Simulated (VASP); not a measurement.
# Zn (P6_3/mmc) in VASP: further runs

Zn is run at these levels: PBE; tasks: electric field gradients, vibrations by perturbation theory.

Program: VASP 6.6.1. These are calculated values, not measurements. Logs are shortened: lines on timing, memory, paths and dates and some standing lists are left out, and cuts for length are marked.

## Step 1: The cell of the first run

The structure is hexagonal, space group P6_3/mmc (No. 194). Conventional cell: a = 2.641 Å, b = 2.641 Å, c = 5.067 Å, α = 90.00°, β = 90.00°, γ = 120.00°. Zn (site symmetry -6m2) has 12 Zn at 2.64 to 2.96 Å within 3.5 Å.

## Step 2: Electric field gradients, PBE

INCAR

```
SYSTEM = Zn
  PREC = Accurate
  ENCUT = 520
  EDIFF = 1E-8
  ISMEAR = -1
  SIGMA = 0.15
  LREAL = .False.
  LASPH = .True.
  NELM = 80
  ALGO = Normal
  ISIF = 2
  LWAVE = .False.
  LCHARG = .False.
  GGA = PE
  LEFG = .True.
  NBANDS = 19
```

KPOINTS

```
Automatic mesh
0
Gamma
  18 18 8
  0 0 0
```

POSCAR

```
Zn
1.0
    2.6407275037      0.0000000000      0.0000000000
   -1.3203637519      2.2869371027      0.0000000000
    0.0000000000      0.0000000000      5.0672508401
Zn
2
Direct
    0.3333333333      0.6666666667      0.2500000000
    0.6666666667      0.3333333333      0.7500000000
```

Potentials or basis: VASP PAW PBE potentials, release 64 (Zn).

On the command line:

```console
cat potpaw_PBE.64/Zn/POTCAR > POTCAR
mpirun -np 1 vasp_std > vasp.out
```

OUTCAR:

```text
SYSTEM = Zn
   PREC = Accurate
   ENCUT = 520
   EDIFF = 1E-8
   ISMEAR = -1
   LREAL = .False.
   LASPH = .True.
   NELM = 80
   ISIF = 2
   GGA = PE

 ion  position               nearest neighbor table
   1  0.333  0.667  0.250-   2 2.96   2 2.96   2 2.96   2 2.96   2 2.96   2 2.96
   2  0.667  0.333  0.750-   1 2.96   1 2.96   1 2.96   1 2.96   1 2.96   1 2.96

  LATTYP: Found a hexagonal cell.
 ALAT       =     2.6407275037
 C/A-ratio  =     1.9188844108

  Lattice vectors:

 A1 = (   2.6407275037,   0.0000000000,   0.0000000000)
 A2 = (  -1.3203637519,   2.2869371027,   0.0000000000)
 A3 = (   0.0000000000,   0.0000000000,   5.0672508401)

Analysis of symmetry for initial positions (statically):
=====================================================================
 Subroutine PRICEL returns:
 Original cell was already a primitive cell.

 Routine SETGRP: Setting up the symmetry group for a
 hexagonal supercell.

 Subroutine GETGRP returns: Found 24 space group operations
 (whereof 12 operations were pure point group operations)
 out of a pool of 24 trial point group operations.

The static configuration has the point symmetry D_3d.
 The point group associated with its full space group is D_6h.

Analysis of symmetry for dynamics (positions and initial velocities):
=====================================================================
 Subroutine PRICEL returns:
 Original cell was already a primitive cell.

 Routine SETGRP: Setting up the symmetry group for a
 hexagonal supercell.

 Subroutine GETGRP returns: Found 24 space group operations
 (whereof 12 operations were pure point group operations)
 out of a pool of 24 trial point group operations.

The dynamic configuration has the point symmetry D_3d.
 The point group associated with its full space group is D_6h.

 Subroutine INISYM returns: Found 24 space group operations
 (whereof 12 operations are pure point group operations),
 and found     1 'primitive' translations

----------------------------------------------------------------------------------------

                                     Primitive cell

  volume of cell :      30.6020

  direct lattice vectors                    reciprocal lattice vectors
     2.640727504  0.000000000  0.000000000     0.378683525  0.218633035  0.000000000
    -1.320363752  2.286937103  0.000000000     0.000000000  0.437266070  0.000000000
     0.000000000  0.000000000  5.067250840     0.000000000  0.000000000  0.197345668

  length of vectors
     2.640727504  2.640727504  5.067250840     0.437266070  0.437266070  0.197345668

  position of ions in fractional coordinates (direct lattice)
     0.333333333  0.666666667  0.250000000
     0.666666667  0.333333333  0.750000000

  ion indices of the primitive-cell ions
   primitive index   ion index
                 1           1
                 2           2

----------------------------------------------------------------------------------------

 KPOINTS: Automatic mesh

Automatic generation of k-mesh.
 Grid dimensions read from file:
 generate k-points for:   18   18    8

 Generating k-lattice:

  Cartesian coordinates                     Fractional coordinates (reciprocal lattice)
     0.021037974  0.012146280  0.000000000     0.055555556 -0.000000000  0.000000000
     0.000000000  0.024292559  0.000000000     0.000000000  0.055555556  0.000000000
     0.000000000  0.000000000  0.024668208     0.000000000  0.000000000  0.125000000

  Length of vectors
     0.024292559  0.024292559  0.024668208

  Shift w.r.t. Gamma in fractional coordinates (k-lattice)
     0.000000000  0.000000000  0.000000000

 Subroutine IBZKPT returns following result:
 ===========================================

 Found    185 irreducible k-points:

 Following reciprocal coordinates:
            Coordinates               Weight
  0.000000  0.000000  0.000000      1.000000
  0.055556 -0.000000  0.000000      6.000000
  0.111111 -0.000000  0.000000      6.000000
  0.166667 -0.000000  0.000000      6.000000
  0.222222  0.000000  0.000000      6.000000
  0.277778 -0.000000  0.000000      6.000000
[... 16 lines left out ...]
  0.333333  0.111111  0.000000     12.000000
  0.388889  0.111111  0.000000     12.000000
 [... further k-points ...]
   k-points           NKPTS =    185   k-points in BZ     NKDIM =    185   number of bands    NBANDS=     19
   number of dos      NEDOS =    301   number of ions     NIONS =      2
   total plane-waves  NPLWV =  16000
   dimension x,y,z NGX =    20 NGY =   20 NGZ =   40
   dimension x,y,z NGXF=    40 NGYF=   40 NGZF=   80
   ions per type =               2
   NGX,Y,Z   is equivalent  to a cutoff of  12.59, 12.59, 13.12 a.u.
   NGXF,Y,Z  is equivalent  to a cutoff of  25.18, 25.18, 26.25 a.u.
 SYSTEM =  Zn
   PREC   = accura    normal or accurate (medium, high low for compatibility)
   ISTART =      0    job   : 0-new  1-cont  2-samecut
   ICHARG =      2    charge: 1-file 2-atom 10-const
   ISPIN  =      1    spin polarized calculation?
   LNONCOLLINEAR =      F non collinear calculations
   LSORBIT =      F    spin-orbit coupling
   LASPH  =      T    aspherical Exc in radial PAW
   ENCUT  =  520.0 eV  38.22 Ry    6.18 a.u.   4.91  4.91  9.42*2*pi/ulx,y,z
   NELM   =     80;   NELMIN=  2; NELMDL= -5     # of ELM steps
   EDIFF  = 0.1E-07   stopping-criterion for ELM
   LREAL  =      F    real-space projection
   EDIFFG = 0.1E-06   stopping-criterion for IOM
   NSW    =      0    number of steps for IOM
   IBRION =     -1    ionic relax: 0-MD 1-quasi-New 2-CG
   NFREE  =      0    steps in history (QN), initial steepest desc. (CG)
   ISIF   =      2    stress and relaxation
   ISYM   =      2    0-nonsym 1-usesym 2-fastsym
   POTIM  = 0.5000    time-step for ionic-motion
   TEBEG  =    0.0;   TEEND  =   0.0 temperature during run
   PSTRESS=    0.0 pullay stress
   NELECT =      24.0000    total number of electrons
   NUPDOWN=      -1.0000    fix difference up-down
   EMIN   =  10.00;   EMAX   =-10.00  energy-range for DOS
   EFERMI =   0.00;   METHOD = LEGACY
   ISMEAR =    -1;   SIGMA  =   0.15  broadening in eV -4-tet -1-fermi 0-gaus
   EFERMI_NEDOS =   21; number of points for ismear=-14 and -15
   IALGO  =     38    algorithm
   IMIX   =      4    mixing-type and parameters
     AMIX     =   0.40;   BMIX     =  1.00
     AMIX_MAG =   1.60;   BMIX_MAG =  1.00
  volume/ion in A,a.u.               =      15.30       103.26
  Fermi-wavevector in a.u.,A,eV,Ry     =   1.509716  2.852949 31.010964  2.279242
  Thomas-Fermi vector in A             =   2.620001
   LORBIT       =      0    0 simple, 1 ext, 2 COOP (PROOUT), +10 PAW based schemes
   GGA     = PE    functional components
   LHFCALC =     F    Hartree Fock is set to
   AEXX    =    0.0000 exact exchange contribution
   IVDW    =     0    specifies the selected vdW correction
   LEPSILON=     F    determine dielectric tensor
   LRPA    =     F    only Hartree local field effects (RPA)
 non-spin polarized calculation
  energy-cutoff  :      520.00
  volume of cell :       30.60
 maximum number of plane-waves:       849
 NGX is ok and might be reduce to    20
   NGX =  9   NGY =  9   NGZ = 19

 number of electron      24.0000010 magnetization

 Free energy of the ion-electron system (eV)
  ---------------------------------------------------
  ext. energy  EPLUGINS =         0.00000000
  ---------------------------------------------------
  free energy    TOTEN  =        -2.23350470 eV

  energy without entropy =       -2.20332770  energy(sigma->0) =       -2.21841620

 E-fermi :   3.0822     XC(G=0): -11.5119

 val. band max:        3.0637701704   @ k =   0.2222   0.0556   0.1250
 cond. band min:       3.1072037120   @ k =   0.3333   0.2778   0.5000
 fundamental gap:      0.0434335416
 Fermi energy:         3.0821893283

 k-point     1 :       0.0000    0.0000    0.0000
  band No.  band energies     occupation
      1      -7.2983      2.00000
      2      -5.5934      2.00000
      3      -4.8868      2.00000
      4      -4.6228      2.00000
      5      -4.6228      2.00000
      6      -4.5810      2.00000
[... 11 lines left out ...]
     18      22.6732      0.00000
     19      22.6741      0.00000

 k-point     2 :       0.0556   -0.0000    0.0000
  band No.  band energies     occupation
      1      -7.2046      2.00000
      2      -5.5500      2.00000
      3      -4.8755      2.00000
      4      -4.6337      2.00000
      5      -4.6004      2.00000
      6      -4.5919      2.00000
[... 11 lines left out ...]
     18      21.6406      0.00000
     19      23.5148      0.00000

 k-point     3 :       0.1111   -0.0000    0.0000
  band No.  band energies     occupation
      1      -6.9269      2.00000
      2      -5.4312      2.00000
      3      -4.8471      2.00000
      4      -4.6599      2.00000
      5      -4.6153      2.00000
      6      -4.5354      2.00000
[... 11 lines left out ...]
     18      20.7996      0.00000
     19      22.1710      0.00000

 k-point     4 :       0.1667   -0.0000    0.0000
  band No.  band energies     occupation
      1      -6.4808      2.00000
      2      -5.2774      2.00000
      3      -4.8181      2.00000
      4      -4.6910      2.00000
      5      -4.6045      2.00000
      6      -4.4687      2.00000
[... 11 lines left out ...]
     18      19.6905      0.00000
     19      20.4738      0.00000

 k-point     5 :       0.2222    0.0000    0.0000
  band No.  band energies     occupation
      1      -5.9219      2.00000
      2      -5.1719      2.00000
      3      -4.7750      2.00000
      4      -4.6916      2.00000
      5      -4.6495      2.00000
      6      -4.4938      2.00000
[... 11 lines left out ...]
     18      18.5575      0.00000
     19      19.1007      0.00000
[... 334 lines left out ...]
      2      -5.0627      2.00000
      3      -4.8222      2.00000
      4      -4.7260      2.00000
      5      -4.6761      2.00000
      6      -4.5194      2.00000
[... 11 lines left out ...]
     18      17.4557      0.00000
     19      18.4001      0.00000

 k-point    22 :       0.2778    0.1111    0.0000
  band No.  band energies     occupation
      1      -5.1666      2.00000
      2      -5.1003      2.00000
      3      -4.9304      2.00000
      4      -4.6004      2.00000
      5      -4.5729      2.00000
      6      -4.4952      2.00000
[... 11 lines left out ...]
     18      16.8101      0.00000
     19      18.1249      0.00000

 k-point    23 :       0.3333    0.1111    0.0000
  band No.  band energies     occupation
      1      -5.2177      2.00000
      2      -5.1360      2.00000
      3      -5.0074      2.00000
      4      -4.6135      2.00000
      5      -4.5168      2.00000
      6      -4.4351      2.00000
[... 11 lines left out ...]
     18      16.3261      0.00000
     19      17.7770      0.00000

 k-point    24 :       0.3889    0.1111    0.0000
  band No.  band energies     occupation
      1      -5.2594      2.00000
      2      -5.1674      2.00000
      3      -5.0529      2.00000
      4      -4.6387      2.00000
      5      -4.4674      2.00000
      6      -4.4645      2.00000
[... 11 lines left out ...]
     18      16.0266      0.00000
     19      17.5474      0.00000

 [... further k-points ...]
[... 5 lines left out ...]
  --------------------------------------------------------------------------------------
  -------------------------------------------------------------------------------------
  Total        0.0800700      0.0800700      0.0279385     -0.0000000      0.0000000      0.0000000
  in kB        4.1920838      4.1920838      1.4627260     -0.0000000      0.0000000      0.0000000
  external PRESSURE =       3.2822978 kB  Pullay stress =       0.0000000 kB

 VOLUME and BASIS-vectors are now :
 -----------------------------------------------------------------------------
  energy-cutoff  :      520.00
  volume of cell :       30.60
      direct lattice vectors                 reciprocal lattice vectors
     2.640727504  0.000000000  0.000000000     0.378683525  0.218633035  0.000000000
    -1.320363752  2.286937103  0.000000000     0.000000000  0.437266070  0.000000000
     0.000000000  0.000000000  5.067250840     0.000000000  0.000000000  0.197345668

 POSITION                                       TOTAL-FORCE (eV/Angst)
 -----------------------------------------------------------------------------------
     -0.00000      1.52462      1.26681         0.000000      0.000000      0.000000
      1.32036      0.76231      3.80044        -0.000000      0.000000      0.000000
 -----------------------------------------------------------------------------------
    total drift:                               -0.000000      0.000000     -0.000000

  FREE ENERGIE OF THE ION-ELECTRON SYSTEM (eV)
  ---------------------------------------------------
  free  energy   TOTEN  =        -2.2335046973 eV

  energy  without entropy=       -2.2033277050  energy(sigma->0) =       -2.21841620

 Electric field gradients (V/A^2)
---------------------------------------------------------------------
 ion       V_xx      V_yy      V_zz      V_xy      V_xz      V_yz
---------------------------------------------------------------------
   1     -22.734   -22.731    45.465     0.003     0.000    -0.000
   2     -22.734   -22.731    45.465     0.003    -0.000     0.000
---------------------------------------------------------------------

 Electric field gradients after diagonalization (V/A^2)
 (convention: |V_zz| > |V_xx| > |V_yy|)
----------------------------------------------------------------------
 ion       V_xx      V_yy      V_zz     asymmetry (V_yy - V_xx)/ V_zz
----------------------------------------------------------------------
   1     -22.736   -22.729    45.465       0.000
   2     -22.736   -22.729    45.465       0.000
----------------------------------------------------------------------

           NMR quadrupolar parameters

 Cq : quadrupolar parameter    Cq=e*Q*V_zz/h
 eta: asymmetry parameters     (V_yy - V_xx)/ V_zz
 Q  : nuclear electric quadrupole moment in mb (millibarn)
----------------------------------------------------------------------
 ion       Cq(MHz)       eta       Q (mb)
----------------------------------------------------------------------
   1       0.110       0.000       1.000
   2       0.110       0.000       1.000
----------------------------------------------------------------------
```

Wall time 48 s (1 thread of Intel Xeon Platinum 8559C (Emerald Rapids), shared host); peak memory 0.2 GiB.

What came out:

| Item | Value |
| --- | --- |
| Free energy | -2.2335 eV |
| Pressure | 0.3 GPa |
| Band gap on the k mesh | zero (bands 12 and 13 overlap by 5.16 eV) |
| Largest electric field gradient by atom | Zn +45.5 V/Å² |

Electric field gradients, principal values (V/Å²):
| atom | least | middle | greatest (by size) |
| --- | --- | --- | --- |
| 1 Zn | -22.729 | -22.736 | 45.465 |
| 2 Zn | -22.729 | -22.736 | 45.465 |

Caveat: without QUAD_EFG the Cq values of the log hold for a quadrupole moment of 1 mb, not for the nuclei.

## Step 3: Vibrations by perturbation theory, PBE

INCAR

```
SYSTEM = Zn
PREC = Accurate
ENCUT = 520
EDIFF = 1E-8
ISMEAR = -1
SIGMA = 0.15
LREAL = .FALSE.
LASPH = .TRUE.
NELM = 80
ALGO = Normal
ISIF = 2
LWAVE = .FALSE.
LCHARG = .FALSE.
GGA = PE
NBANDS = 19
IBRION = 8
NSW = 1
```

KPOINTS

```
Automatic mesh
0
G
  18 18 8
  0 0 0
```

POSCAR is that of step 2.

Potentials or basis: VASP PAW PBE potentials, release 64 (Zn).

On the command line:

```console
cat potpaw_PBE.64/Zn/POTCAR > POTCAR
mpirun -np 1 vasp_std > vasp.out
```

OUTCAR:

```text
SYSTEM = Zn
   PREC = Accurate
   ENCUT = 520
   EDIFF = 1E-8
   ISMEAR = -1
   LREAL = .FALSE.
   LASPH = .TRUE.
   NELM = 80
   ISIF = 2
   GGA = PE
   IBRION = 8
   NSW = 1

 ion  position               nearest neighbor table
   1  0.333  0.667  0.250-   2 2.96   2 2.96   2 2.96   2 2.96   2 2.96   2 2.96
   2  0.667  0.333  0.750-   1 2.96   1 2.96   1 2.96   1 2.96   1 2.96   1 2.96

  LATTYP: Found a hexagonal cell.
 ALAT       =     2.6407275037
 C/A-ratio  =     1.9188844108

  Lattice vectors:

 A1 = (   2.6407275037,   0.0000000000,   0.0000000000)
 A2 = (  -1.3203637519,   2.2869371027,   0.0000000000)
 A3 = (   0.0000000000,   0.0000000000,   5.0672508401)

Analysis of symmetry for initial positions (statically):
=====================================================================
 Subroutine PRICEL returns:
 Original cell was already a primitive cell.

 Routine SETGRP: Setting up the symmetry group for a
[... 769 lines left out ...]
  x     0.00000    -0.00000     0.00000    -0.19630     0.00000     0.00000
  y    -0.19630     0.19630    -0.00000    -0.00000     0.00000     0.00000
  z    -0.00000     0.00000    -0.00000     0.00000     0.00000    -0.00000

 SECOND DERIVATIVES (NOT SYMMETRIZED)
 ------------------------------------
               1X          1Y          1Z          2X          2Y          2Z
  1X    -0.467147    0.000000    0.000000    0.467147   -0.000000    0.000000
  1Y     0.000000   -0.467147    0.000000   -0.000000    0.467147    0.000000
  1Z     0.000000    0.000000   -1.897279    0.000000   -0.000000    1.897279
  2X     0.467147   -0.000000    0.000000   -0.467147    0.000000    0.000000
  2Y    -0.000000    0.467147    0.000000    0.000000   -0.467147    0.000000
  2Z     0.000000   -0.000000    1.897279    0.000000    0.000000   -1.897279

 Eigenvectors and eigenvalues of the dynamical matrix
 ----------------------------------------------------

   1 f  =    3.765959 THz    23.662221 2PiTHz  125.618883 cm-1    15.574750 meV
             X         Y         Z           dx          dy          dz
     -0.000000  1.524625  1.266813     0.000000   -0.000000    0.707107
      1.320364  0.762312  3.800438     0.000000   -0.000000   -0.707107
[... 11 lines left out ...]
   4 f  =    0.000000 THz     0.000000 2PiTHz    0.000001 cm-1     0.000000 meV
             X         Y         Z           dx          dy          dz
     -0.000000  1.524625  1.266813    -0.049437    0.609080   -0.355778
      1.320364  0.762312  3.800438    -0.049437    0.609080   -0.355778

   5 f/i=    0.000000 THz     0.000000 2PiTHz    0.000000 cm-1     0.000000 meV
             X         Y         Z           dx          dy          dz
     -0.000000  1.524625  1.266813     0.705230    0.035411   -0.037374
      1.320364  0.762312  3.800438     0.705230    0.035411   -0.037374

   6 f/i=    0.000000 THz     0.000000 2PiTHz    0.000001 cm-1     0.000000 meV
             X         Y         Z           dx          dy          dz
     -0.000000  1.524625  1.266813     0.014376    0.357446    0.609939
      1.320364  0.762312  3.800438     0.014376    0.357446    0.609939

--------------------------------------------------------------------------------------------------------

 ELASTIC MODULI CONTR FROM IONIC RELAXATION (kBar)
 Direction    XX          YY          ZZ          XY          YZ          ZX
 --------------------------------------------------------------------------------
 XX          -4.3188      4.3188     -0.0000      0.0000      0.0000     -0.0000
 YY           4.3188     -4.3188      0.0000      0.0000     -0.0000      0.0000
 ZZ          -0.0000      0.0000     -0.0000      0.0000      0.0000     -0.0000
 XY           0.0000      0.0000      0.0000     -4.3188     -0.0000      0.0000
 YZ           0.0000     -0.0000      0.0000     -0.0000     -0.0000      0.0000
 ZX          -0.0000      0.0000     -0.0000      0.0000      0.0000     -0.0000
 --------------------------------------------------------------------------------
```

stdout:

```text
POSCAR found type information on POSCAR Zn
 POSCAR found :  1 types and       2 ions
 scaLAPACK will be used
 LDA part: xc-table for (Slater+PW92), standard interpolation
 POSCAR, INCAR and KPOINTS ok, starting setup
 FFT: planning ... GRIDC
 FFT: planning ... GRID_SOFT
 FFT: planning ... GRID
 WAVECAR not read
 entering main loop
 Linear response reoptimize wavefunctions to high precision
 Linear response DOF=           2
 Linear response progress:
 first order change of Fermi-energy  -0.12995E-04
 force on displaced ion       1 direction 1 :  -0.467   0.000   0.000
 Linear response progress:
 first order change of Fermi-energy   0.21471E-04
 force on displaced ion       1 direction 3 :   0.000   0.000  -1.897
 Linear response finished
```

It took 7.9 min on 1 thread of Intel Xeon Platinum 8559C (Emerald Rapids), shared host; peak memory 0.89 GiB.

Results:

| Property | Result |
| --- | --- |
| Highest phonon frequency at Γ | 126 cm⁻¹ |

Phonon frequencies in cm⁻¹ (negative: imaginary):
```csv
q point,frequencies
"(0.000, 0.000, 0.000)",0 0 0 62 62 126
```

The gap in the log of VASP goes by the Fermi energy; the results here count the filled bands.